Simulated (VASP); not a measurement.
# Co (P6_3/mmc) in VASP: further runs

Runs on Co. Level: PBE. Tasks: single point.

Program: VASP 6.6.1. These are calculated values, not measurements. Logs are shortened: lines on timing, memory, paths and dates and some standing lists are left out, and cuts for length are marked.

### Step 1. The cell of the first run

The structure is hexagonal, space group P6_3/mmc (No. 194). The conventional cell has a = 2.507 Å, b = 2.507 Å, c = 4.070 Å, α = 90.00°, β = 90.00°, γ = 120.00°. Co (site symmetry -6m2) has 12 Co at 2.50 to 2.51 Å within 3.3 Å.

### Step 2. Single point, PBE, collinear spin, antiferromagnetic start

File INCAR:

```
SYSTEM = Co
PREC = Accurate ; ENCUT = 520
EDIFF = 1E-6 ; ISMEAR = -1
SIGMA = 0.08 ; LREAL = .False.
LASPH = .True. ; NELM = 150
ALGO = Normal ; ISIF = 2
LWAVE = .False. ; LCHARG = .True.
ISPIN = 2 ; MAGMOM = 1.7 -1.7 1.7 -1.7
LORBIT = 11 ; LMAXMIX = 4
GGA = PE ; LELF = .True.
LVHAR = .True. ; NBANDS = 30
```

File KPOINTS:

```
Automatic mesh
0
Gamma
  8 12 7
  0 0 0
```

File POSCAR:

```
Co
1.0
    0.0000000000      0.0000000000      4.0699000000
    2.5074000000      0.0000000000      0.0000000000
    0.0000000000      4.3429441948      0.0000000000
Co
4
Direct
    0.2500000000      1.0000000000      0.3333333334
    0.2500000000      0.5000000000      0.8333333334
    0.7500000000      0.5000000000      0.1666666666
    0.7500000000      0.0000000000      0.6666666666
```

Potentials or basis: VASP PAW PBE potentials, release 64 (Co).

Started as:

```console
$ cat potpaw_PBE.64/Co/POTCAR > POTCAR
$ mpirun -np 1 vasp_std > vasp.out
```

OUTCAR:

```text
SYSTEM = Co
   PREC = Accurate
   ENCUT = 520
   EDIFF = 1E-6
   ISMEAR = -1
   LREAL = .False.
   LASPH = .True.
   NELM = 150
   ISIF = 2
   ISPIN = 2
   LORBIT = 11
   GGA = PE

 ion  position               nearest neighbor table
   1  0.250  0.000  0.333-   4 2.50   4 2.50   3 2.50   3 2.50   3 2.50   3 2.50   2 2.51   2 2.51
                             2 2.51   2 2.51
   2  0.250  0.500  0.833-   3 2.50   3 2.50   4 2.50   4 2.50   4 2.50   4 2.50   1 2.51   1 2.51
                             1 2.51   1 2.51
   3  0.750  0.500  0.167-   2 2.50   2 2.50   1 2.50   1 2.50   1 2.50   1 2.50   4 2.51   4 2.51
                             4 2.51   4 2.51
   4  0.750  0.000  0.667-   1 2.50   1 2.50   2 2.50   2 2.50   2 2.50   2 2.50   3 2.51   3 2.51
                             3 2.51   3 2.51

  LATTYP: Found a simple orthorhombic cell.
 ALAT       =     2.5074000000
 B/A-ratio  =     1.6231554598
 C/A-ratio  =     1.7320508075

  Lattice vectors:

 A1 = (  -2.5074000000,   0.0000000000,   0.0000000000)
 A2 = (   0.0000000000,   0.0000000000,   4.0699000000)
 A3 = (   0.0000000000,   4.3429441948,   0.0000000000)

Analysis of symmetry for initial positions (statically):
=====================================================================
 Subroutine PRICEL returns following result:

  LATTYP: Found a hexagonal cell.
 ALAT       =     2.5074000000
 C/A-ratio  =     1.6231554598
[... 12 lines left out ...]
 Subroutine GETGRP returns: Found  8 space group operations
 (whereof  4 operations were pure point group operations)
 out of a pool of  8 trial point group operations.

The static configuration has the point symmetry C_2h.
 The point group associated with its full space group is D_2h.

Analysis of symmetry for dynamics (positions and initial velocities):
=====================================================================
 Subroutine PRICEL returns following result:

  LATTYP: Found a hexagonal cell.
 ALAT       =     2.5074000000
 C/A-ratio  =     1.6231554598
[... 12 lines left out ...]
 Subroutine GETGRP returns: Found  8 space group operations
 (whereof  4 operations were pure point group operations)
 out of a pool of  8 trial point group operations.

The dynamic configuration has the point symmetry C_2h.
 The point group associated with its full space group is D_2h.

Analysis of structural, dynamic, and magnetic symmetry:
=====================================================================
 Subroutine PRICEL returns following result:

  LATTYP: Found a hexagonal cell.
 ALAT       =     2.5074000000
 C/A-ratio  =     1.6231554598
[... 12 lines left out ...]
 Subroutine GETGRP returns: Found  8 space group operations
 (whereof  4 operations were pure point group operations)
 out of a pool of  8 trial point group operations.

The overall configuration has the point symmetry C_2h.
 The point group associated with its full space group is D_2h.

 Subroutine INISYM returns: Found  8 space group operations
 (whereof  4 operations are pure point group operations),
 and found     2 'primitive' translations

----------------------------------------------------------------------------------------

                                     Primitive cell

  volume of cell :      22.1596

  direct lattice vectors                    reciprocal lattice vectors
    -2.507400000  0.000000000  0.000000000    -0.398819494 -0.230258542  0.000000000
     1.253700000 -2.171472097  0.000000000    -0.000000000 -0.460517085  0.000000000
     0.000000000  0.000000000  4.069900000     0.000000000  0.000000000  0.245706283

  length of vectors
     2.507400000  2.507400000  4.069900000     0.460517085  0.460517085  0.245706283

  position of ions in fractional coordinates (direct lattice)
     0.666666667  0.333333333  0.250000000
     0.333333333  0.666666667  0.750000000

  ion indices of the primitive-cell ions
   primitive index   ion index
                 1           1
                 2           4

----------------------------------------------------------------------------------------

 KPOINTS: Automatic mesh

Automatic generation of k-mesh.
 Grid dimensions read from file:
 generate k-points for:    8   12    7

 Generating k-lattice:

  Cartesian coordinates                     Fractional coordinates (reciprocal lattice)
     0.000000000  0.000000000  0.030713285     0.125000000  0.000000000  0.000000000
     0.033234958  0.000000000  0.000000000     0.000000000  0.083333333  0.000000000
     0.000000000  0.032894077  0.000000000     0.000000000  0.000000000  0.142857143

  Length of vectors
     0.030713285  0.033234958  0.032894077

  Shift w.r.t. Gamma in fractional coordinates (k-lattice)
     0.000000000  0.000000000  0.000000000

 Subroutine IBZKPT returns following result:
 ===========================================

 Found    140 irreducible k-points:

 Following reciprocal coordinates:
            Coordinates               Weight
  0.000000  0.000000  0.000000      1.000000
  0.125000  0.000000  0.000000      2.000000
  0.250000  0.000000  0.000000      2.000000
  0.375000  0.000000  0.000000      2.000000
  0.500000  0.000000  0.000000      1.000000
  0.000000  0.083333  0.000000      2.000000
[... 16 lines left out ...]
  0.250000  0.333333  0.000000      4.000000
  0.375000  0.333333  0.000000      4.000000
 [... further k-points ...]
   k-points           NKPTS =    140   k-points in BZ     NKDIM =    140   number of bands    NBANDS=     30
   number of dos      NEDOS =    301   number of ions     NIONS =      4
   total plane-waves  NPLWV =  19200
   dimension x,y,z NGX =    30 NGY =   20 NGZ =   32
   dimension x,y,z NGXF=    60 NGYF=   40 NGZF=   64
   ions per type =               4
   NGX,Y,Z   is equivalent  to a cutoff of  12.25, 13.26, 12.25 a.u.
   NGXF,Y,Z  is equivalent  to a cutoff of  24.51, 26.52, 24.50 a.u.
 SYSTEM =  Co
   PREC   = accura    normal or accurate (medium, high low for compatibility)
   ISTART =      0    job   : 0-new  1-cont  2-samecut
   ICHARG =      2    charge: 1-file 2-atom 10-const
   ISPIN  =      2    spin polarized calculation?
   LNONCOLLINEAR =      F non collinear calculations
   LSORBIT =      F    spin-orbit coupling
   LASPH  =      T    aspherical Exc in radial PAW
   ENCUT  =  520.0 eV  38.22 Ry    6.18 a.u.   7.57  4.66  8.07*2*pi/ulx,y,z
   NELM   =    150;   NELMIN=  2; NELMDL= -5     # of ELM steps
   EDIFF  = 0.1E-05   stopping-criterion for ELM
   LREAL  =      F    real-space projection
   EDIFFG = 0.1E-04   stopping-criterion for IOM
   NSW    =      0    number of steps for IOM
   IBRION =     -1    ionic relax: 0-MD 1-quasi-New 2-CG
   NFREE  =      0    steps in history (QN), initial steepest desc. (CG)
   ISIF   =      2    stress and relaxation
   ISYM   =      2    0-nonsym 1-usesym 2-fastsym
   POTIM  = 0.5000    time-step for ionic-motion
   TEBEG  =    0.0;   TEEND  =   0.0 temperature during run
   PSTRESS=    0.0 pullay stress
   NELECT =      36.0000    total number of electrons
   NUPDOWN=      -1.0000    fix difference up-down
   EMIN   =  10.00;   EMAX   =-10.00  energy-range for DOS
   EFERMI =   0.00;   METHOD = LEGACY
   ISMEAR =    -1;   SIGMA  =   0.08  broadening in eV -4-tet -1-fermi 0-gaus
   EFERMI_NEDOS =   21; number of points for ismear=-14 and -15
   IALGO  =     38    algorithm
   IMIX   =      4    mixing-type and parameters
     AMIX     =   0.40;   BMIX     =  1.00
     AMIX_MAG =   1.60;   BMIX_MAG =  1.00
  volume/ion in A,a.u.               =      11.08        74.77
  Fermi-wavevector in a.u.,A,eV,Ry     =   1.527490  2.886538 31.745475  2.333227
  Thomas-Fermi vector in A             =   2.635379
   LORBIT       =     11    0 simple, 1 ext, 2 COOP (PROOUT), +10 PAW based schemes
   GGA     = PE    functional components
   LHFCALC =     F    Hartree Fock is set to
   AEXX    =    0.0000 exact exchange contribution
   IVDW    =     0    specifies the selected vdW correction
   LEPSILON=     F    determine dielectric tensor
   LRPA    =     F    only Hartree local field effects (RPA)
 spin polarized calculation
  energy-cutoff  :      520.00
  volume of cell :       44.32
 maximum number of plane-waves:      1213
   NGX = 15   NGY =  9   NGZ = 17

 number of electron      35.9999994 magnetization       0.0000000

 number of electron      35.9999994 magnetization      -0.0000000

 Free energy of the ion-electron system (eV)
  ---------------------------------------------------
  ext. energy  EPLUGINS =         0.00000000
  ---------------------------------------------------
  free energy    TOTEN  =       -27.39269984 eV

  energy without entropy =      -27.20475281  energy(sigma->0) =      -27.29872632

 E-fermi :   9.9369     XC(G=0): -13.2907

 val. band max:        9.9348116599   @ k =   0.1250   0.2500   0.1429
 cond. band min:       9.9383932601   @ k =   0.1250   0.4167   0.1429
 fundamental gap:      0.0035816001
 Fermi energy:         9.9369389389

 spin component 1

 k-point     1 :       0.0000    0.0000    0.0000
  band No.  band energies     occupation
      1       1.1670      1.00000
      2       5.2995      1.00000
      3       5.6838      1.00000
      4       5.8672      1.00000
      5       6.0939      1.00000
      6       7.7313      1.00000
[... 781 lines left out ...]
     29      23.6188      0.00000
     30      23.9031      0.00000

 [... further k-points ...]

 spin component 2

 k-point     1 :       0.0000    0.0000    0.0000
  band No.  band energies     occupation
      1       1.1670      1.00000
      2       5.2995      1.00000
      3       5.6838      1.00000
      4       5.8672      1.00000
      5       6.0939      1.00000
      6       7.7313      1.00000
[... 781 lines left out ...]
     29      23.6188      0.00000
     30      23.9031      0.00000

 [... further k-points ...]

------------------------ aborting loop because EDIFF is reached ----------------------------------------

  FORCE on cell =-STRESS in cart. coord.  units (eV):
  Direction    XX          YY          ZZ          XY          YZ          ZX
  --------------------------------------------------------------------------------------
  -------------------------------------------------------------------------------------
  Total       -2.5546312     -1.4996368     -3.1289589      0.0000000      0.0000000      0.0000000
  in kB      -92.3521877    -54.2132025   -113.1146442      0.0000000      0.0000000      0.0000000
  external PRESSURE =     -86.5600115 kB  Pullay stress =       0.0000000 kB

 VOLUME and BASIS-vectors are now :
 -----------------------------------------------------------------------------
  energy-cutoff  :      520.00
  volume of cell :       44.32
      direct lattice vectors                 reciprocal lattice vectors
     0.000000000  0.000000000  4.069900000     0.000000000  0.000000000  0.245706283
     2.507400000  0.000000000  0.000000000     0.398819494  0.000000000  0.000000000
     0.000000000  4.342944195  0.000000000     0.000000000  0.230258542  0.000000000

 POSITION                                       TOTAL-FORCE (eV/Angst)
 -----------------------------------------------------------------------------------
      0.00000      1.44765      1.01747         0.000000     -0.071729      0.000000
      1.25370      3.61912      1.01747        -0.000000     -0.071729     -0.000000
      1.25370      0.72382      3.05242         0.000000      0.071729     -0.000000
      0.00000      2.89530      3.05242        -0.000000      0.071729     -0.000000
 -----------------------------------------------------------------------------------
    total drift:                               -0.000000     -0.000000      0.000000

  FREE ENERGIE OF THE ION-ELECTRON SYSTEM (eV)
  ---------------------------------------------------
  free  energy   TOTEN  =       -27.3926998392 eV

  energy  without entropy=      -27.2047528108  energy(sigma->0) =      -27.29872632

 total charge

# of ion       s       p       d       tot
------------------------------------------
    1        0.478   0.501   7.253   8.232
    2        0.478   0.501   7.253   8.232
    3        0.478   0.501   7.253   8.232
    4        0.478   0.501   7.253   8.232
--------------------------------------------------
tot          1.912   2.005  29.011  32.928

 magnetization (x)

# of ion       s       p       d       tot
------------------------------------------
    1        0.002   0.004   1.159   1.164
    2       -0.002  -0.004  -1.159  -1.164
    3        0.002   0.004   1.159   1.164
    4       -0.002  -0.004  -1.159  -1.164
--------------------------------------------------
tot          0.000   0.000   0.000   0.000
```

Wall time 1.9 min (1 thread of Intel Xeon 6975P-C (Granite Rapids), shared host); peak memory 0.34 GiB.

What came out:

```
Free energy                                           : -27.3927 eV
Pressure                                              : -8.7 GPa
Largest force                                         : 0.072 eV/Å
Band gap on the k mesh                                : zero (filled and empty bands overlap)
Net moment                                            : 0.00 μB per cell
Site moments                                          : Co +1.16, -1.16 (each value once) μB
Valence electrons inside the program's atomic spheres : Co 8.23
```

Forces on the atoms (eV/Å):
```
Co   0.000 -0.072  0.000
Co   0.000 -0.072  0.000
Co   0.000  0.072  0.000
Co   0.000  0.072  0.000
```

Stress tensor (GPa, compression positive):
```
 -9.24   0.00   0.00
  0.00  -5.42   0.00
  0.00   0.00 -11.31
```

Caveat: the cell stands under tension.

### Step 3. Single point, PBE, collinear spin, antiferromagnetic start

File INCAR:

```
PREC = Accurate
ENCUT = 520
EDIFF = 1E-7
ISMEAR = -1
SIGMA = 0.08
LREAL = F
LASPH = T
NELM = 150
ALGO = Normal
ISIF = 2
LWAVE = F
LCHARG = T
ISPIN = 2
MAGMOM = 1.7 -1.7 -1.7 1.7
LORBIT = 11
LMAXMIX = 4
GGA = PE
LELF = T
LVHAR = T
NBANDS = 30
```

File KPOINTS:

```
regular mesh
0
Gamma
  8 12 7
```

POSCAR is that of step 2.

Potentials or basis: VASP PAW PBE potentials, release 64 (Co).

Started as:

```console
$ cat potpaw_PBE.64/Co/POTCAR > POTCAR
$ mpirun -np 1 vasp_std > vasp.out
```

Run time: 4.7 min. Hardware: 1 thread of Intel Xeon 6975P-C (Granite Rapids), shared host; peak memory 0.34 GiB.

It converged, with:

```
Free energy                                           : -27.2409 eV
Pressure                                              : -12.5 GPa
Largest force                                         : 0.091 eV/Å
Band gap on the k mesh                                : zero (filled and empty bands overlap)
Net moment                                            : 0.00 μB per cell
Site moments                                          : Co +0.67, -0.67 (each value once) μB
Valence electrons inside the program's atomic spheres : Co 8.23
```

Forces in eV/Å, atoms in the order of the input:
```
Co   0.000  0.091  0.000
Co   0.000  0.091  0.000
Co   0.000 -0.091  0.000
Co   0.000 -0.091  0.000
```

Stress tensor (GPa, compression positive):
```
-12.00   0.00   0.00
  0.00 -12.28   0.00
  0.00   0.00 -13.37
```

Levels at points of the mesh, in eV from the Fermi level:
Spin up:
```csv
k point,band 14,band 15,band 16,band 17,band 18,band 19,band 20,band 21,band 22,band 23
"(0.00, 0.00, 0.00)",-1.30,-1.12,-0.99,-0.07,0.13,0.14,0.27,0.39,0.43,1.84
"(0.50, 0.00, 0.00)",-1.05,-0.37,-0.37,-0.15,-0.15,-0.11,-0.11,0.37,0.37,1.83
"(0.00, 0.50, 0.00)",-1.30,-0.69,-0.26,-0.09,0.00,0.35,0.56,1.43,1.96,7.69
"(0.50, 0.50, 0.00)",-1.27,-0.88,-0.88,0.06,0.06,0.46,0.46,2.80,2.80,2.91
```
Spin down:
```csv
k point,band 15,band 16,band 17,band 18,band 19,band 20,band 21,band 22
"(0.00, 0.00, 0.00)",-1.12,-0.99,-0.07,0.13,0.14,0.27,0.39,0.43
"(0.50, 0.00, 0.00)",-0.37,-0.37,-0.15,-0.15,-0.11,-0.11,0.37,0.37
"(0.00, 0.50, 0.00)",-0.69,-0.26,-0.09,0.00,0.35,0.56,1.43,1.96
"(0.50, 0.50, 0.00)",-0.88,-0.88,0.06,0.06,0.46,0.46,2.80,2.80
```

Caveat: the cell stands under tension.

### Step 4. Single point, PBE

File INCAR:

```
  ALGO = Normal
  EDIFF = 1E-6
  ENCUT = 520
  GGA = PE
  ISIF = 2
  ISMEAR = -1
  LASPH = T
  LCHARG = T
  LELF = T
  LREAL = F
  LVHAR = T
  LWAVE = F
  NBANDS = 26
  NELM = 80
  PREC = Accurate
  SIGMA = 0.08
```

File KPOINTS:

```
k-points
0
Gamma
  8 12 7
```

POSCAR is that of step 3.

Started as:

```console
$ cat potpaw_PBE.64/Co/POTCAR > POTCAR
$ mpirun -np 1 vasp_std > vasp.out
```

Wall time 2 min (1 thread of Intel Xeon Platinum 8375C at 2.90GHz (Ice Lake), shared host); peak memory 0.23 GiB.

It converged, with:

| Item | Value |
| --- | --- |
| Free energy | -27.2411 eV |
| Pressure | -14.9 GPa |
| Largest force | 0.004 eV/Å |
| Band gap on the k mesh | zero (bands 18 and 19 overlap by 0.88 eV) |

Forces on the atoms (eV/Å):
```
Co   0.000  0.004  0.000
Co   0.000  0.004  0.000
Co   0.000 -0.004  0.000
Co   0.000 -0.004  0.000
```

Stress tensor (GPa, compression positive):
```
-14.20   0.00   0.00
  0.00 -14.28   0.00
  0.00   0.00 -16.19
```

Levels at points of the mesh, in eV from the Fermi level:
```tsv
k point	band 15	band 16	band 17	band 18	band 19	band 20	band 21	band 22
(0.00, 0.00, 0.00)	-1.00	-1.00	-0.03	0.10	0.10	0.24	0.33	0.39
(0.50, 0.00, 0.00)	-0.29	-0.29	-0.21	-0.21	-0.21	-0.21	0.33	0.33
(0.00, 0.50, 0.00)	-0.45	-0.45	0.16	0.16	0.25	0.25	1.72	1.72
(0.50, 0.50, 0.00)	-1.06	-1.06	0.28	0.28	0.28	0.28	2.88	2.88
```

Caveat: the cell stands under tension; the run has no spin polarisation, though such a crystal can be magnetic. Spin polarisation is off, so any magnetic state and its effect on volume and gap are missing.

[end of part 1 of 2]
